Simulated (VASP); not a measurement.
# SrBe2 (I4/mcm) in VASP: further runs

The runs below take SrBe2 through relaxation of cell and atoms, single point, with PBE.

Program: VASP 6.6.1. These are calculated values, not measurements. Logs are shortened: lines on timing, memory, paths and dates and some standing lists are left out, and cuts for length are marked.

### 1 The cell of the first run

The structure is tetragonal, space group I4/mcm (No. 140). Conventional cell: a = 4.546 Å, b = 4.546 Å, c = 10.395 Å, α = 90.00°, β = 90.00°, γ = 90.00°. Sr (site symmetry 422) has 16 Be at 3.11 to 4.04 Å and 4 Sr at 3.21 Å within 4.1 Å. Be (site symmetry m2m) has 5 Be at 2.07 to 2.41 Å within 2.7 Å.

### 2 Relaxation of cell and atoms, PBE

The input, INCAR:

```
PREC = Accurate
ENCUT = 600
EDIFF = 1E-6
ISMEAR = 0
SIGMA = 0.1
LREAL = F
LASPH = T
NELM = 100
ALGO = Normal
ISIF = 3
LWAVE = F
LCHARG = F
GGA = PE
IBRION = 2
NSW = 90
EDIFFG = -0.04
```

The input, KPOINTS:

```
Automatic mesh
0
Gamma
  6 6 6
```

The input, POSCAR:

```
SrBe2
1.0
   -2.2728193118      2.2728193118      5.1977196809
    2.2728193118     -2.2728193118      5.1977196809
    2.2728193118      2.2728193118     -5.1977196809
Sr Be
2 4
Direct
    0.2500000000      0.2500000000      0.0000000000
    0.7500000000      0.7500000000      0.0000000000
    0.6612000317      0.1612000317      0.8224000634
    0.1612000317      0.3387999683      0.5000000000
    0.3387999683      0.8387999683      0.1775999366
    0.8387999683      0.6612000317      0.5000000000
```

Potentials or basis: VASP PAW PBE potentials, release 64 (Sr_sv, Be).

On the command line:

```
$ cat potpaw_PBE.64/Sr_sv/POTCAR potpaw_PBE.64/Be/POTCAR > POTCAR
$ mpirun -np 1 vasp_std > vasp.out
```

OUTCAR:

```text
PREC = Accurate
   ENCUT = 600
   EDIFF = 1E-6
   ISMEAR = 0
   LREAL = F
   LASPH = T
   NELM = 100
   ISIF = 3
   GGA = PE
   IBRION = 2
   NSW = 90
   EDIFFG = -0.04

 ion  position               nearest neighbor table
   1  0.250  0.250  0.000-   3 3.11   5 3.11   4 3.11   6 3.11   4 3.11   6 3.11   5 3.11   3 3.11
                             2 3.21   2 3.21   2 3.21   2 3.21
   2  0.750  0.750  0.000-   3 3.11   5 3.11   4 3.11   6 3.11   6 3.11   4 3.11   3 3.11   5 3.11
                             1 3.21   1 3.21   1 3.21   1 3.21
   3  0.661  0.161  0.822-   5 2.07   2 3.11   1 3.11   2 3.11   1 3.11
   4  0.161  0.339  0.500-   6 2.07   1 3.11   2 3.11   1 3.11   2 3.11
   5  0.339  0.839  0.178-   3 2.07   1 3.11   2 3.11   1 3.11   2 3.11
   6  0.839  0.661  0.500-   4 2.07   2 3.11   1 3.11   2 3.11   1 3.11

  LATTYP: Found a body centered tetragonal cell.
 ALAT       =     4.5456386236
 C/A-ratio  =     2.2869040464

  Lattice vectors:

 A1 = (  -2.2728193118,   2.2728193118,   5.1977196809)
 A2 = (   2.2728193118,  -2.2728193118,   5.1977196809)
 A3 = (   2.2728193118,   2.2728193118,  -5.1977196809)

Analysis of symmetry for initial positions (statically):
=====================================================================
 Subroutine PRICEL returns:
 Original cell was already a primitive cell.

 Routine SETGRP: Setting up the symmetry group for a
 body centered tetragonal supercell.

 Subroutine GETGRP returns: Found 16 space group operations
 (whereof  8 operations were pure point group operations)
 out of a pool of 16 trial point group operations.

The static configuration has the point symmetry C_4h.
 The point group associated with its full space group is D_4h.

Analysis of symmetry for dynamics (positions and initial velocities):
=====================================================================
 Subroutine PRICEL returns:
 Original cell was already a primitive cell.

 Routine SETGRP: Setting up the symmetry group for a
 body centered tetragonal supercell.

 Subroutine GETGRP returns: Found 16 space group operations
 (whereof  8 operations were pure point group operations)
 out of a pool of 16 trial point group operations.

The dynamic configuration has the point symmetry C_4h.
 The point group associated with its full space group is D_4h.

 Subroutine INISYM returns: Found 16 space group operations
 (whereof  8 operations are pure point group operations),
 and found     1 'primitive' translations

----------------------------------------------------------------------------------------

                                     Primitive cell

  volume of cell :     107.3996

  direct lattice vectors                    reciprocal lattice vectors
    -2.272819312  2.272819312  5.197719681     0.000000000  0.219991091  0.096196030
     2.272819312 -2.272819312  5.197719681     0.219991091  0.000000000  0.096196030
     2.272819312  2.272819312 -5.197719681     0.219991091  0.219991091  0.000000000

  length of vectors
     6.111276882  6.111276882  6.111276882     0.240103637  0.240103637  0.311114384

  position of ions in fractional coordinates (direct lattice)
     0.250000000  0.250000000  0.000000000
     0.750000000  0.750000000  0.000000000
     0.661200032  0.161200032  0.822400063
     0.161200032  0.338799968  0.500000000
     0.338799968  0.838799968  0.177599937
     0.838799968  0.661200032  0.500000000

  ion indices of the primitive-cell ions
   primitive index   ion index
                 1           1
                 2           2
                 3           3
                 4           4
                 5           5
                 6           6

----------------------------------------------------------------------------------------

 KPOINTS: Automatic mesh

Automatic generation of k-mesh.
 Grid dimensions read from file:
 generate k-points for:    6    6    6

 Generating k-lattice:

  Cartesian coordinates                     Fractional coordinates (reciprocal lattice)
     0.000000000  0.036665182  0.016032672     0.166666667  0.000000000  0.000000000
     0.036665182  0.000000000  0.016032672     0.000000000  0.166666667  0.000000000
     0.036665182  0.036665182  0.000000000     0.000000000  0.000000000  0.166666667

  Length of vectors
     0.040017273  0.040017273  0.051852397

  Shift w.r.t. Gamma in fractional coordinates (k-lattice)
     0.000000000  0.000000000  0.000000000

 Subroutine IBZKPT returns following result:
 ===========================================

 Found     30 irreducible k-points:

 Following reciprocal coordinates:
            Coordinates               Weight
  0.000000  0.000000  0.000000      1.000000
  0.166667  0.000000 -0.000000      8.000000
  0.333333  0.000000 -0.000000      8.000000
  0.500000  0.000000  0.000000      4.000000
  0.166667  0.166667 -0.000000      8.000000
  0.333333  0.166667 -0.000000     16.000000
[... 16 lines left out ...]
 -0.333333 -0.333333  0.166667      8.000000
 -0.166667 -0.333333  0.166667      8.000000
 [... further k-points ...]
   k-points           NKPTS =     30   k-points in BZ     NKDIM =     30   number of bands    NBANDS=     18
   number of dos      NEDOS =    301   number of ions     NIONS =      6
   total plane-waves  NPLWV = 125000
   dimension x,y,z NGX =    50 NGY =   50 NGZ =   50
   dimension x,y,z NGXF=   100 NGYF=  100 NGZF=  100
   ions per type =               2   4
   NGX,Y,Z   is equivalent  to a cutoff of  13.60, 13.60, 13.60 a.u.
   NGXF,Y,Z  is equivalent  to a cutoff of  27.20, 27.20, 27.20 a.u.
 SYSTEM =  unknown system
   PREC   = accura    normal or accurate (medium, high low for compatibility)
   ISTART =      0    job   : 0-new  1-cont  2-samecut
   ICHARG =      2    charge: 1-file 2-atom 10-const
   ISPIN  =      1    spin polarized calculation?
   LNONCOLLINEAR =      F non collinear calculations
   LSORBIT =      F    spin-orbit coupling
   LASPH  =      T    aspherical Exc in radial PAW
   ENCUT  =  600.0 eV  44.10 Ry    6.64 a.u.  12.21 12.21 12.21*2*pi/ulx,y,z
   NELM   =    100;   NELMIN=  2; NELMDL= -5     # of ELM steps
   EDIFF  = 0.1E-05   stopping-criterion for ELM
   LREAL  =      F    real-space projection
   EDIFFG = -.4E-01   stopping-criterion for IOM
   NSW    =     90    number of steps for IOM
   IBRION =      2    ionic relax: 0-MD 1-quasi-New 2-CG
   NFREE  =      1    steps in history (QN), initial steepest desc. (CG)
   ISIF   =      3    stress and relaxation
   ISYM   =      2    0-nonsym 1-usesym 2-fastsym
   POTIM  = 0.5000    time-step for ionic-motion
   TEBEG  =    0.0;   TEEND  =   0.0 temperature during run
   PSTRESS=    0.0 pullay stress
   NELECT =      28.0000    total number of electrons
   NUPDOWN=      -1.0000    fix difference up-down
   EMIN   =  10.00;   EMAX   =-10.00  energy-range for DOS
   EFERMI =   0.00;   METHOD = LEGACY
   ISMEAR =     0;   SIGMA  =   0.10  broadening in eV -4-tet -1-fermi 0-gaus
   EFERMI_NEDOS =   21; number of points for ismear=-14 and -15
   IALGO  =     38    algorithm
   IMIX   =      4    mixing-type and parameters
     AMIX     =   0.40;   BMIX     =  1.00
     AMIX_MAG =   1.60;   BMIX_MAG =  1.00
  volume/ion in A,a.u.               =      17.90       120.79
  Fermi-wavevector in a.u.,A,eV,Ry     =   1.045827  1.976327 14.881435  1.093755
  Thomas-Fermi vector in A             =   2.180639
   LORBIT       =      0    0 simple, 1 ext, 2 COOP (PROOUT), +10 PAW based schemes
   GGA     = PE    functional components
   LHFCALC =     F    Hartree Fock is set to
   AEXX    =    0.0000 exact exchange contribution
   IVDW    =     0    specifies the selected vdW correction
   LEPSILON=     F    determine dielectric tensor
   LRPA    =     F    only Hartree local field effects (RPA)
 conjugate gradient relaxation of ions
 non-spin polarized calculation
 Gauss-broadening in eV      SIGMA  =   0.10
  energy-cutoff  :      600.00
  volume of cell :      107.40
 maximum number of plane-waves:      3608
 NGX is ok and might be reduce to    50
   NGX = 25   NGY = 25   NGZ = 25

--------------------------------------- Ionic step        1  -------------------------------------------

 number of electron      28.0000000 magnetization

 Free energy of the ion-electron system (eV)
  ---------------------------------------------------
  ext. energy  EPLUGINS =         0.00000000
  ---------------------------------------------------
  free energy    TOTEN  =       -15.81431130 eV

  energy without entropy =      -15.80852832  energy(sigma->0) =      -15.81141981

------------------------ aborting loop because EDIFF is reached ----------------------------------------

  FORCE on cell =-STRESS in cart. coord.  units (eV):
  Direction    XX          YY          ZZ          XY          YZ          ZX
  --------------------------------------------------------------------------------------
  -------------------------------------------------------------------------------------
  Total        0.0183484      0.0183484      0.8570689      0.0000000      0.0000000     -0.0000000
  in kB        0.2737191      0.2737191     12.7856752      0.0000000      0.0000000     -0.0000000
  external PRESSURE =       4.4443711 kB  Pullay stress =       0.0000000 kB

 VOLUME and BASIS-vectors are now :
 -----------------------------------------------------------------------------
  energy-cutoff  :      600.00
  volume of cell :      107.40
      direct lattice vectors                 reciprocal lattice vectors
    -2.272819312  2.272819312  5.197719681     0.000000000  0.219991091  0.096196030
     2.272819312 -2.272819312  5.197719681     0.219991091  0.000000000  0.096196030
     2.272819312  2.272819312 -5.197719681     0.219991091  0.219991091  0.000000000

 POSITION                                       TOTAL-FORCE (eV/Angst)
 -----------------------------------------------------------------------------------
      0.00000      0.00000      2.59886        -0.000000      0.000000      0.000000
      0.00000      0.00000      7.79658        -0.000000     -0.000000      0.000000
      0.73276      3.00558     -0.00000        -0.026279     -0.026279     -0.000000
      1.54006      0.73276      0.00000         0.026279     -0.026279      0.000000
      1.54006     -0.73276      5.19772         0.026279      0.026279      0.000000
      0.73276      1.54006      5.19772        -0.026279      0.026279      0.000000
 -----------------------------------------------------------------------------------
    total drift:                                0.000000      0.000000     -0.000000

  FREE ENERGIE OF THE ION-ELECTRON SYSTEM (eV)
  ---------------------------------------------------
  free  energy   TOTEN  =       -15.8143113005 eV

  energy  without entropy=      -15.8085283201  energy(sigma->0) =      -15.81141981

--------------------------------------- Ionic step        2  -------------------------------------------

 number of electron      28.0000000 magnetization

 Free energy of the ion-electron system (eV)
  ---------------------------------------------------
  ext. energy  EPLUGINS =         0.00000000
  ---------------------------------------------------
  free energy    TOTEN  =       -15.81787329 eV

  energy without entropy =      -15.81232144  energy(sigma->0) =      -15.81509737

 E-fermi :   3.5740     XC(G=0):  -9.3477

 val. band max:        3.5619195985   @ k =  -0.1667  -0.1667   0.1667
 cond. band min:       3.5968854815   @ k =  -0.3333  -0.3333   0.3333
 fundamental gap:      0.0349658830
 Fermi energy:         3.5740469020

 k-point     1 :       0.0000    0.0000    0.0000
  band No.  band energies     occupation
      1     -32.1738      2.00000
      2     -31.8820      2.00000
      3     -14.7652      2.00000
      4     -14.7652      2.00000
      5     -14.1284      2.00000
      6     -13.7676      2.00000
[... 481 lines left out ...]
      5     -14.1180      2.00000
      6     -13.7828      2.00000
[... 10 lines left out ...]
     17       4.7438      0.00000
     18       5.5184      0.00000

 [... further k-points ...]

------------------------ aborting loop because EDIFF is reached ----------------------------------------

  FORCE on cell =-STRESS in cart. coord.  units (eV):
  Direction    XX          YY          ZZ          XY          YZ          ZX
  --------------------------------------------------------------------------------------
  -------------------------------------------------------------------------------------
  Total        0.0149023      0.0149023      0.1491449      0.0000000      0.0000000      0.0000000
  in kB        0.2207241      0.2207241      2.2090500      0.0000000      0.0000000      0.0000000
  external PRESSURE =       0.8834994 kB  Pullay stress =       0.0000000 kB

 VOLUME and BASIS-vectors are now :
 -----------------------------------------------------------------------------
  energy-cutoff  :      600.00
  volume of cell :      108.17
      direct lattice vectors                 reciprocal lattice vectors
    -2.273154618  2.273154618  5.233538276     0.000000000  0.219958641  0.095537660
     2.273154618 -2.273154618  5.233538276     0.219958641  0.000000000  0.095537660
     2.273154618  2.273154618 -5.233538276     0.219958641  0.219958641  0.000000000

 POSITION                                       TOTAL-FORCE (eV/Angst)
 -----------------------------------------------------------------------------------
      2.27315      2.27315     -2.61677         0.000000     -0.000000     -0.000000
      2.27315      2.27315      2.61677        -0.000000     -0.000000     -0.000000
      0.73160      3.00475     -0.00000         0.004230      0.004230      0.000000
      1.54156      0.73160      0.00000        -0.004230      0.004230      0.000000
      1.54156     -0.73160      5.23354        -0.004230     -0.004230     -0.000000
      0.73160      1.54156      5.23354         0.004230     -0.004230      0.000000
 -----------------------------------------------------------------------------------
    total drift:                                0.000000      0.000000      0.000000

  FREE ENERGIE OF THE ION-ELECTRON SYSTEM (eV)
  ---------------------------------------------------
  free  energy   TOTEN  =       -15.8178732948 eV

  energy  without entropy=      -15.8123214392  energy(sigma->0) =      -15.81509737

 reached required accuracy - stopping structural energy minimisation
```

It took 3.9 min on 1 thread of Intel Xeon Platinum 8375C at 2.90GHz (Ice Lake), shared host; peak memory 0.38 GiB.

What came out:

```yaml
Free_energy: -15.8179 eV
Relaxed_volume: 18.03 Å³/atom
Relaxed_cell: a = 6.142 Å, b = 6.142 Å, c = 6.142 Å, α = 136.56°, β = 136.56°, γ = 63.12°
Space_group_after_relaxing_to_0.1_Å: I4/mcm (No. 140)
Energy_gained_by_relaxing: 0.6 meV/atom
Ionic_steps: 2
Pressure_after_relaxing: 0.1 GPa
Largest_force_after_relaxing: 0.006 eV/Å
Band_gap_on_the_k_mesh: zero (bands 14 and 15 overlap by 0.93 eV)
```

Forces on the atoms (eV/Å):
```
Sr   0.000  0.000  0.000
Sr   0.000  0.000  0.000
Be   0.004  0.004  0.000
Be  -0.004  0.004  0.000
Be  -0.004 -0.004  0.000
Be   0.004 -0.004  0.000
```

The path:
```csv
step,energy change (eV),largest force (eV/Å),pressure (GPa),volume (Å³)
1,0.0000,0.0372,0.44,107.40
2,-0.0036,0.0060,0.09,108.17
```

Final structure:
```yaml
crystal:
  lattice:
    - [-2.27315, 2.27315, 5.23354]
    - [2.27315, -2.27315, 5.23354]
    - [2.27315, 2.27315, -5.23354]
  atoms:
    - { symbol: Sr, position: [0.25000, 0.25000, 0.00000] }
    - { symbol: Sr, position: [0.75000, 0.75000, 0.00000] }
    - { symbol: Be, position: [0.66092, 0.16092, 0.82184] }
    - { symbol: Be, position: [0.16092, 0.33908, 0.50000] }
    - { symbol: Be, position: [0.33908, 0.83908, 0.17816] }
    - { symbol: Be, position: [0.83908, 0.66092, 0.50000] }
```

### 3 Single point, PBE

This run uses another cell than the first one, of 17.97 Å³/atom.

The input, INCAR:

```
PREC     = Accurate       # precision mode
ENCUT    = 520            # plane-wave cutoff, eV
EDIFF    = 1E-7           # SCF threshold, eV
ISMEAR   = 0              # smearing method
SIGMA    = 0.1            # smearing width, eV
LREAL    = F              # projectors in reciprocal space
LASPH    = T              # aspherical terms in the spheres
NELM     = 60             # most SCF steps
ALGO     = Fast           # electronic algorithm
ISIF     = 2              # what is computed and relaxed
LWAVE    = F              # write WAVECAR
LCHARG   = F              # write CHGCAR
GGA      = PE             # functional
NBANDS   = 23             # bands
```

The input, KPOINTS:

```
regular mesh
0
Gamma
  12 12 12
```

The input, POSCAR:

```
SrBe2
1.0
   -2.2714157668      2.2714157668      5.2231993993
    2.2714157668     -2.2714157668      5.2231993993
    2.2714157668      2.2714157668     -5.2231993993
Sr Be
2 4
Direct
    0.2500000000      0.2500000000      0.0000000000
    0.7500000000      0.7500000000      0.0000000000
    0.6610467368      0.1610467368      0.8220934737
    0.1610467368      0.3389532632      0.5000000000
    0.3389532632      0.8389532632      0.1779065263
    0.8389532632      0.6610467368      0.5000000000
```

Potentials or basis: VASP PAW PBE potentials, release 64 (Sr_sv, Be).

On the command line:

```
$ cat potpaw_PBE.64/Sr_sv/POTCAR potpaw_PBE.64/Be/POTCAR > POTCAR
$ mpirun -np 1 vasp_std > vasp.out
```

Run time: 28 min. Hardware: 1 thread of Intel Xeon Platinum 8375C at 2.90GHz (Ice Lake), shared host; peak memory 0.57 GiB.

The run converged. Its results:

```yaml
Free_energy: -15.8040 eV
Pressure: 0.1 GPa
Band_gap_on_the_k_mesh: zero (bands 14 and 15 overlap by 1.25 eV)
```

Levels at points of the mesh, in eV from the Fermi level:
```
           k point  band 11  band 12  band 13  band 14  band 15  band 16  band 17  band 18
(0.00, 0.00, 0.00)    -1.33    -1.33    -1.19    -1.09    -0.79    -0.34     0.90     3.79
(0.50, 0.00, 0.00)    -1.18    -1.18    -0.93    -0.93     1.06     1.06     2.68     2.68
(0.50, 0.50, 0.00)    -3.79    -3.12    -1.20    -0.05     0.24     1.34     2.67     3.03
(0.50, 0.50, 0.50)    -2.85    -1.27    -0.40    -0.40     0.51     0.91     0.91     0.91
```

The gap in the log of VASP goes by the Fermi energy; the results here count the filled bands.